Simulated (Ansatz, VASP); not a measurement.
## ZrC: VASP beside Ansatz

The input INCAR:

```
SYSTEM = ZrC
ALGO = Normal ; EDIFF = 1E-8
ENCUT = 520 ; GGA = PS
ISIF = 2 ; ISMEAR = -1
LASPH = .TRUE. ; LCHARG = .FALSE.
LEFG = .TRUE. ; LREAL = .FALSE.
LWAVE = .FALSE. ; NBANDS = 15
NELM = 100 ; PREC = Accurate
SIGMA = 0.05
```

The input KPOINTS:

```
k-points
0
G
  15 15 15
  0 0 0
```

Contents of POSCAR:

```
ZrC
1.0
    0.0000000000      2.3022330686      2.3022330686
    2.3022330686      0.0000000000      2.3022330686
    2.3022330686      2.3022330686      0.0000000000
Zr C
1 1
Direct
    0.5000000000      0.5000000000      0.5000000000
    0.0000000000      0.0000000000      0.0000000000
```

Input for Ansatz:

```yaml
crystal:
  lattice:
    - [0.0, 2.3022330686, 2.3022330686]
    - [2.3022330686, 0.0, 2.3022330686]
    - [2.3022330686, 2.3022330686, 0.0]
  atoms:
    - { symbol: Zr, position: [0.5, 0.5, 0.5] }
    - { symbol: C, position: [0.0, 0.0, 0.0] }
kpoints:
  mp_grid: { grid: [15, 15, 15] }
scf:
  occupations: { method: fermi_dirac, width: 0.05 }
hamiltonian:
  xc: pbesol
  pseudopotentials: { kind: all_electron, datasets: crystal }
output:
  forces: true
  stress: true
  eigenvalues: true
  efg: { contact_densities: true }
```

Change from the starting cell: volume scaled by 0.94, crystal datasets.

Alike in both runs: task electric field gradients; functional PBEsol; k mesh 15 × 15 × 15; occupations fermi-dirac, width 0.05 eV; no spin polarisation.

```csv
,VASP,Ansatz
version,VASP 6.6.1,Ansatz 0.2.0
potentials or method,"VASP PAW PBE potentials, release 64 (Zr_sv, C), cutoff 520 eV","all-electron PAW with datasets made for the crystal, scalar-relativistic"
```

VASP gave:

* pressure (GPa): 11.1

Q: Which values does Ansatz return?

A: Pressure (GPa): 10.8.

VASP's potentials were made for PBE, not for PBEsol. Ansatz ran all-electron here, and VASP with PAW potentials.
